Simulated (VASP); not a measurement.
# C (P1) in VASP: notebook, part 2 of 2

VASP 6.6.1.

## 3. Single point, LDA (atom 5 (C) moved +0.225 Å towards its neighbour atom 2 (C) at 1.515 Å)

Input file INCAR:

```
PREC = Accurate
ENCUT = 520
EDIFF = 1E-6
ISMEAR = 0
SIGMA = 0.05
LREAL = F
LASPH = T
NELM = 60
ALGO = Normal
ISIF = 2
LWAVE = F
LCHARG = F
GGA = CA
NBANDS = 26
```

Input file KPOINTS:

```
Automatic mesh
0
Gamma
  6 6 10
```

Input file POSCAR:

```
C
1.0
    2.1032727620     -4.3337146136      0.0000000000
    2.1032727620      4.3337146136      0.0000000000
    0.0000000000      0.0000000000      2.4856616114
C
8
Direct
    0.6482879639      0.9815881366      0.0000000000
    0.3517120361      0.0184118634      0.0000000000
    0.0184118634      0.3517120361      0.0000000000
    0.9815881366      0.6482879639      0.0000000000
    0.3967059258      0.1952341532      0.4257393667
    0.5954459046      0.7739231852      0.5000000000
    0.7739231852      0.5954459046      0.5000000000
    0.2260768148      0.4045540954      0.5000000000
```

Potentials or basis: VASP PAW LDA potentials, release 64 (C).

The run is started by

```sh
$ cat potpaw_LDA.64/C/POTCAR > POTCAR
$ mpirun -np 1 vasp_std > vasp.out
```

OUTCAR:

```text
PREC = Accurate
   ENCUT = 520
   EDIFF = 1E-6
   ISMEAR = 0
   LREAL = F
   LASPH = T
   NELM = 60
   ISIF = 2
   GGA = CA

 ion  position               nearest neighbor table
   1  0.648  0.982  0.000-   6 1.51   6 1.51   2 1.54   3 1.56
   2  0.352  0.018  0.000-   5 1.29   1 1.54   4 1.56   5 1.61
   3  0.018  0.352  0.000-   8 1.51   8 1.51   4 1.54   1 1.56
   4  0.982  0.648  0.000-   7 1.51   7 1.51   3 1.54   2 1.56
   5  0.397  0.195  0.426-   2 1.29   2 1.61   7 1.65   8 1.66
   6  0.595  0.774  0.500-   1 1.51   1 1.51   7 1.55   8 1.55
   7  0.774  0.595  0.500-   4 1.51   4 1.51   6 1.55   5 1.65
   8  0.226  0.405  0.500-   3 1.51   3 1.51   6 1.55   5 1.66

  LATTYP: Found a base centered orthorhombic cell.
 ALAT       =     4.2065455240
 B/A-ratio  =     2.0604624811
 C/A-ratio  =     0.5909032952

  Lattice vectors:

 A1 = (   2.1032727620,  -4.3337146136,   0.0000000000)
 A2 = (   2.1032727620,   4.3337146136,   0.0000000000)
 A3 = (   0.0000000000,   0.0000000000,   2.4856616114)

Analysis of symmetry for initial positions (statically):
=====================================================================
 Subroutine PRICEL returns:
 Original cell was already a primitive cell.

 Routine SETGRP: Setting up the symmetry group for a
 base centered orthorhombic supercell.

 Subroutine GETGRP returns: Found  1 space group operations
 (whereof  1 operations were pure point group operations)
 out of a pool of  8 trial point group operations.

The static configuration has the point symmetry C_1 .

Analysis of symmetry for dynamics (positions and initial velocities):
=====================================================================
 Subroutine PRICEL returns:
 Original cell was already a primitive cell.

[... 140 lines left out ...]
  volume/ion in A,a.u.               =       5.66        38.22
  Fermi-wavevector in a.u.,A,eV,Ry     =   1.457859  2.754954 28.917181  2.125353
  Thomas-Fermi vector in A             =   2.574611
   LORBIT       =      0    0 simple, 1 ext, 2 COOP (PROOUT), +10 PAW based schemes
   GGA     = CA    functional components
   LHFCALC =     F    Hartree Fock is set to
   AEXX    =    0.0000 exact exchange contribution
   IVDW    =     0    specifies the selected vdW correction
   LEPSILON=     F    determine dielectric tensor
   LRPA    =     F    only Hartree local field effects (RPA)
 non-spin polarized calculation
 Gauss-broadening in eV      SIGMA  =   0.05
  energy-cutoff  :      520.00
  volume of cell :       45.31
 maximum number of plane-waves:      1238
   NGX = 17   NGY = 17   NGZ =  9

 number of electron      32.0000004 magnetization

 Free energy of the ion-electron system (eV)
  ---------------------------------------------------
  ext. energy  EPLUGINS =         0.00000000
  ---------------------------------------------------
  free energy    TOTEN  =       -78.43831218 eV

  energy without entropy =      -78.43831218  energy(sigma->0) =      -78.43831218

 E-fermi :  10.7209     XC(G=0): -13.4587

 val. band max:       10.5036101565   @ k =   0.5000   0.5000   0.0000
 cond. band min:      13.0685975897   @ k =   0.5000   0.5000   0.3000
 fundamental gap:      2.5649874332
 Fermi energy:        10.7208931547

 k-point     1 :       0.0000    0.0000    0.0000
  band No.  band energies     occupation
      1     -11.8351      2.00000
      2      -6.7254      2.00000
      3      -5.4131      2.00000
      4      -5.0794      2.00000
      5      -4.3798      2.00000
      6      -2.5505      2.00000
[... 685 lines left out ...]
     25      20.1130      0.00000
     26      22.0414      0.00000

 [... further k-points ...]

------------------------ aborting loop because EDIFF is reached ----------------------------------------

  FORCE on cell =-STRESS in cart. coord.  units (eV):
  Direction    XX          YY          ZZ          XY          YZ          ZX
  --------------------------------------------------------------------------------------
  -------------------------------------------------------------------------------------
  Total        0.8428837      1.6525600      4.7497395      0.7419866      2.6241140      1.5924799
  in kB       29.8023385     58.4305407    167.9393498     26.2348594     92.7823528     56.3062530
  external PRESSURE =      85.3907430 kB  Pullay stress =       0.0000000 kB

 VOLUME and BASIS-vectors are now :
 -----------------------------------------------------------------------------
  energy-cutoff  :      520.00
  volume of cell :       45.31
      direct lattice vectors                 reciprocal lattice vectors
     2.103272762 -4.333714614  0.000000000     0.237724754 -0.115374464  0.000000000
     2.103272762  4.333714614  0.000000000     0.237724754  0.115374464  0.000000000
     0.000000000  0.000000000  2.485661611     0.000000000  0.000000000  0.402307376

 POSITION                                       TOTAL-FORCE (eV/Angst)
 -----------------------------------------------------------------------------------
      3.42807      1.44443      0.00000        -0.045703     -0.621181     -0.122629
      0.77847     -1.44443      0.00000        -3.458752     -4.354769     -8.536445
      0.77847      1.44443      0.00000        -0.055297     -0.100015      0.108305
      3.42807     -1.44443      0.00000        -0.501954     -0.108078     -0.179293
      1.24501     -0.87312      1.05824         5.687106      7.079531     10.982675
      2.88016      0.77347      1.24283        -0.592076     -0.708035      0.158618
      2.88016     -0.77347      1.24283        -0.600435     -0.379635     -1.179472
      1.32639      0.77347      1.24283        -0.432890     -0.807817     -1.231758
 -----------------------------------------------------------------------------------
    total drift:                               -0.000017      0.000241     -0.000083

  FREE ENERGIE OF THE ION-ELECTRON SYSTEM (eV)
  ---------------------------------------------------
  free  energy   TOTEN  =       -78.4383121823 eV

  energy  without entropy=      -78.4383121823  energy(sigma->0) =      -78.43831218
```

Wall time 2.8 min (1 thread of Intel Xeon 8259CL, shared host); peak memory 0.24 GiB.

Results:

| Quantity | Value |
| --- | --- |
| Free energy | -78.4383 eV |
| Pressure | 8.5 GPa |
| Largest force | 14.251 eV/Å |
| Band gap on the k mesh | 2.56 eV (least direct gap 3.34 eV) |

Forces on the atoms (eV/Å):
```
C   -0.046 -0.621 -0.123
C   -3.459 -4.355 -8.536
C   -0.055 -0.100  0.108
C   -0.502 -0.108 -0.179
C    5.687  7.080 10.983
C   -0.592 -0.708  0.159
C   -0.600 -0.380 -1.179
C   -0.433 -0.808 -1.232
```

Caveat: the cell differs from its parent crystal (atom 5 (C) moved +0.225 Å towards its neighbour atom 2 (C) at 1.515 Å); the cell stands under pressure; forces of over 1 eV/Å act on the atoms, so gaps and moduli don't describe the material at rest.
